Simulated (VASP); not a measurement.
Set up this calculation in VASP 6.6.1, as the native input.

- Task: single point
- Functional: PBE
- Potentials or basis: VASP PAW PBE potentials, release 64 (Li_sv, Dy_3), 4f in core
- Cutoff: 750 eV
- k mesh: 6 × 6 × 2
- Occupations: gaussian, width 0.1 eV
- Spin: no spin polarisation
- Dipole correction: no
- Further INCAR settings: ALGO = Normal; EDIFF = 1e-06; NBANDS = 17

The structure of Li3Dy lies in POSCAR:

```
Li3Dy
1.0
    3.4152192881      0.0000000000      0.0000000000
    0.0000000000      3.4935441529      0.0000000000
    0.0000000000      0.0000000000      7.5507997839
Li Dy
3 1
Direct
    0.0000000000      0.0000000000      0.2114317350
    0.5000000000      0.5000000000      0.0000000000
    0.0000000000      0.0000000000      0.7885682650
    0.5000000000      0.5000000000      0.5000000000
```

These files were run (other wordings do the same):

INCAR

```
SYSTEM = Li3Dy
PREC = Accurate
ENCUT = 750
EDIFF = 1E-6
ISMEAR = 0
SIGMA = 0.1
LREAL = .False.
LASPH = .True.
NELM = 200
ALGO = Normal
ISIF = 2
LWAVE = .False.
LCHARG = .True.
GGA = PE
LELF = .True.
LVHAR = .True.
NBANDS = 17
GGA_COMPAT = .False.
LMAXMIX = 6
```

KPOINTS

```
Automatic mesh
0
Gamma
  6 6 2
  0 0 0
```

Potentials or basis: VASP PAW PBE potentials, release 64 (Li_sv, Dy_3), 4f in core.

Run with:

```console
$ cat potpaw_PBE.64/Li_sv/POTCAR potpaw_PBE.64/Dy_3/POTCAR > POTCAR
$ mpirun -np 1 vasp_std > vasp.out
```

It gave:

| Item | Value |
| --- | --- |
| Pressure | 0.1 GPa |
| Largest force | 0.022 eV/Å |
| Band gap on the k mesh | zero (bands 9 and 10 overlap by 0.73 eV) |

Caveat: the k points lie up to 0.42 Å⁻¹ apart, too coarse for converged energies and pressures of a metal; spin-orbit coupling is left out, which moves the levels of the heavy elements; the 4f electrons are frozen in the core, so they carry no moment and show no levels.

Wall time 58 s on 1 thread of Intel(R) Xeon(R) Platinum 8375C CPU @ 2.90GHz (Ice Lake), on a shared host, peak memory 0.3 GiB.
